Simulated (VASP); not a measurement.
# Cu (Fm-3m) in VASP: a series of runs, part 2 of 2

VASP 6.6.1. Earlier steps stand in the parts before.

## (3) Single point, PBEsol

INCAR reads:

```
PREC     = Accurate       # precision mode
ENCUT    = 520            # plane-wave cutoff, eV
EDIFF    = 1E-6           # SCF threshold, eV
ISMEAR   = -1             # smearing method
SIGMA    = 0.08           # smearing width, eV
LREAL    = F              # projectors in reciprocal space
LASPH    = T              # aspherical terms in the spheres
NELM     = 100            # most SCF steps
ALGO     = Normal         # electronic algorithm
ISIF     = 2              # what is computed and relaxed
LWAVE    = F              # write WAVECAR
LCHARG   = T              # write CHGCAR
GGA      = PS             # functional
LELF     = T              # ELF
LVHAR    = T            
NBANDS   = 12             # bands
```

KPOINTS reads:

```
Automatic mesh
0
Gamma
  16 16 16
```

POSCAR reads:

```
Cu
1.0
    0.0000000000      1.7820431219      1.7820431219
    1.7820431219      0.0000000000      1.7820431219
    1.7820431219      1.7820431219      0.0000000000
Cu
1
Direct
    0.0000000000      0.0000000000      0.0000000000
```

Potentials or basis: VASP PAW PBE potentials, release 64 (Cu).

Started as:

```sh
$ cat potpaw_PBE.64/Cu/POTCAR > POTCAR
$ mpirun -np 1 vasp_std > vasp.out
```

OUTCAR:

```text
PREC = Accurate
   ENCUT = 520
   EDIFF = 1E-6
   ISMEAR = -1
   LREAL = F
   LASPH = T
   NELM = 100
   ISIF = 2
   GGA = PS

 ion  position               nearest neighbor table
   1  0.000  0.000  0.000-

  LATTYP: Found a face centered cubic cell.
 ALAT       =     3.5640862438

  Lattice vectors:

 A1 = (   0.0000000000,   1.7820431219,   1.7820431219)
 A2 = (   1.7820431219,   0.0000000000,   1.7820431219)
 A3 = (   1.7820431219,   1.7820431219,   0.0000000000)

Analysis of symmetry for initial positions (statically):
=====================================================================
 Subroutine PRICEL returns:
 Original cell was already a primitive cell.

 Routine SETGRP: Setting up the symmetry group for a
 face centered cubic supercell.

 Subroutine GETGRP returns: Found 48 space group operations
 (whereof 48 operations were pure point group operations)
 out of a pool of 48 trial point group operations.

The static configuration has the point symmetry O_h .

Analysis of symmetry for dynamics (positions and initial velocities):
=====================================================================
 Subroutine PRICEL returns:
[... 168 lines left out ...]
      6       5.6675      2.00000
      7      30.8607      0.00000
      8      33.8077      0.00000
      9      33.8077      0.00000
     10      33.8077      0.00000
     11      36.3260      0.00000
     12      36.3260      0.00000
[... 331 lines left out ...]
 k-point    24 :      -0.0625    0.0625    0.0000
  band No.  band energies     occupation
      1      -1.3918      2.00000
      2       4.6862      2.00000
      3       4.8490      2.00000
      4       4.8632      2.00000
      5       5.5993      2.00000
      6       5.6814      2.00000
      7      28.9874      0.00000
      8      30.2151      0.00000
      9      32.7800      0.00000
     10      34.3607      0.00000
     11      36.5175      0.00000
     12      37.1246      0.00000

 [... further k-points ...]

------------------------ aborting loop because EDIFF is reached ----------------------------------------

  FORCE on cell =-STRESS in cart. coord.  units (eV):
  Direction    XX          YY          ZZ          XY          YZ          ZX
  --------------------------------------------------------------------------------------
  -------------------------------------------------------------------------------------
  Total        0.0537898      0.0537898      0.0537898     -0.0000000      0.0000000     -0.0000000
  in kB        7.6142316      7.6142316      7.6142316     -0.0000000      0.0000000     -0.0000000
  external PRESSURE =       7.6142316 kB  Pullay stress =       0.0000000 kB

 VOLUME and BASIS-vectors are now :
 -----------------------------------------------------------------------------
  energy-cutoff  :      520.00
  volume of cell :       11.32
      direct lattice vectors                 reciprocal lattice vectors
     0.000000000  1.782043122  1.782043122    -0.280576824  0.280576824  0.280576824
     1.782043122  0.000000000  1.782043122     0.280576824 -0.280576824  0.280576824
     1.782043122  1.782043122  0.000000000     0.280576824  0.280576824 -0.280576824

 POSITION                                       TOTAL-FORCE (eV/Angst)
 -----------------------------------------------------------------------------------
      0.00000      0.00000      0.00000         0.000000      0.000000      0.000000
 -----------------------------------------------------------------------------------
    total drift:                               -0.000000     -0.000000     -0.000000

  FREE ENERGIE OF THE ION-ELECTRON SYSTEM (eV)
  ---------------------------------------------------
  free  energy   TOTEN  =        -4.3115303972 eV

  energy  without entropy=       -4.3050315853  energy(sigma->0) =       -4.30828099
```

OSZICAR:

```text
N       E                     dE             d eps       ncg     rms          rms(c)
DAV:   1     0.420080791175E+02    0.42008E+02   -0.53869E+03  3860   0.155E+03
DAV:   2    -0.408480450119E+01   -0.46093E+02   -0.42649E+02  3600   0.208E+02
DAV:   3    -0.540363485943E+01   -0.13188E+01   -0.13098E+01  3972   0.397E+01
DAV:   4    -0.541155410568E+01   -0.79192E-02   -0.79182E-02  3980   0.272E+00
DAV:   5    -0.541162536034E+01   -0.71255E-04   -0.71253E-04  4076   0.261E-01    0.844E+00
DAV:   6    -0.474369812469E+01    0.66793E+00   -0.16979E+01  4168   0.789E+01    0.415E+00
DAV:   7    -0.432644923874E+01    0.41725E+00   -0.25658E+00  4168   0.305E+01    0.594E-01
DAV:   8    -0.431332357277E+01    0.13126E-01   -0.52402E-03  4060   0.111E+00    0.315E-01
DAV:   9    -0.431152297201E+01    0.18006E-02   -0.97156E-03  4320   0.168E+00    0.239E-02
DAV:  10    -0.431152942797E+01   -0.64560E-05   -0.36209E-05  5016   0.100E-01    0.565E-03
DAV:  11    -0.431153039720E+01   -0.96922E-06   -0.43293E-07  2916   0.119E-02
   1 F= -.43115304E+01 E0= -.43082810E+01  d E =-.649881E-02
```

stdout:

```text
POSCAR found type information on POSCAR Cu
 POSCAR found :  1 types and       1 ions
 scaLAPACK will be used
 -----------------------------------------------------------------------------
|                                                                             |
|                                                                             |
|     You enforced a specific xc type in the INCAR file but a different       |
|     I HOPE YOU KNOW WHAT YOU ARE DOING!                                     |
|                                                                             |
 -----------------------------------------------------------------------------

 LDA part: xc-table for (Slater+PW92), standard interpolation
 POSCAR, INCAR and KPOINTS ok, starting setup
 FFT: planning ... GRIDC
 FFT: planning ... GRID_SOFT
 FFT: planning ... GRID
 WAVECAR not read
 entering main loop
```

Run time: 14 s. Hardware: 1 thread of AMD EPYC 7R13 (Zen 3), shared host; peak memory 0.1 GiB.

What came out:

| Property | Result |
| --- | --- |
| Free energy | -4.3115 eV |
| Pressure | 0.8 GPa |

Caveat: the PAW data sets were made with another functional, which shifts forces and pressure a little.

## (4) Relaxation of cell and atoms, PBEsol

This run uses another cell than the first one, of 11.81 Å³/atom, 1.043 times its volume.

INCAR reads:

```
PREC = Accurate ; ENCUT = 600
EDIFF = 1E-7 ; ISMEAR = -1
SIGMA = 0.08 ; LREAL = F
LASPH = T ; NELM = 60
ALGO = Normal ; ISIF = 3
LWAVE = F ; LCHARG = F
GGA = PS ; IBRION = 2
NSW = 100 ; EDIFFG = -0.002
```

KPOINTS reads:

```
regular mesh
0
Gamma
  16 16 16
```

POSCAR reads:

```
Cu
1.0
    0.0000000000      1.8075000000      1.8075000000
    1.8075000000      0.0000000000      1.8075000000
    1.8075000000      1.8075000000      0.0000000000
Cu
1
Direct
    0.0000000000      0.0000000000      0.0000000000
```

Started as:

```sh
$ cat potpaw_PBE.64/Cu/POTCAR > POTCAR
$ mpirun -np 1 vasp_std > vasp.out
```

Wall time 30 s (1 thread of AMD EPYC 7R13 (Zen 3), shared host); peak memory 0.11 GiB.

Results (log left out):

| Property | Result |
| --- | --- |
| Free energy | -4.3119 eV |
| Relaxed volume | 11.37 Å³/atom |
| Relaxed cell | a = 2.524 Å, b = 2.524 Å, c = 2.524 Å, α = 60.00°, β = 60.00°, γ = 60.00° |
| Space group after relaxing (to 0.05 Å) | Fm-3m (No. 225) |
| Energy gained by relaxing | 8.1 meV/atom |
| Ionic steps | 3 |
| Pressure after relaxing | 0.0 GPa |

Step by step:
| step | energy change (eV) | largest force (eV/Å) | pressure (GPa) | volume (Å³) |
| --- | --- | --- | --- | --- |
| 1 | 0.0000 | 0.0000 | -5.64 | 11.81 |
| 2 | -0.0050 | 0.0000 | 3.97 | 11.11 |
| 3 | -0.0081 | 0.0000 | 0.01 | 11.37 |

Final structure:
```yaml
crystal:
  lattice:
    - [0.00000, 1.78480, 1.78480]
    - [1.78480, 0.00000, 1.78480]
    - [1.78480, 1.78480, 0.00000]
  atoms:
    - { symbol: Cu, position: [0.00000, 0.00000, 0.00000] }
```

Levels at points of the mesh, in eV from the Fermi level:
| k point | band 3 | band 4 | band 5 | band 6 | band 7 | band 8 | band 9 |
| --- | --- | --- | --- | --- | --- | --- | --- |
| (0.00, 0.00, 0.00) | -3.12 | -3.12 | -2.23 | -2.23 | 22.91 | 25.82 | 25.82 |
| (0.50, 0.00, 0.00) | -3.15 | -1.63 | -1.63 | -1.12 | 3.96 | 21.39 | 22.64 |
| (0.50, 0.50, 0.00) | -1.65 | -1.48 | -1.48 | 1.46 | 7.39 | 13.36 | 13.36 |

Caveat: the PAW data sets were made with another functional, which shifts forces and pressure a little.
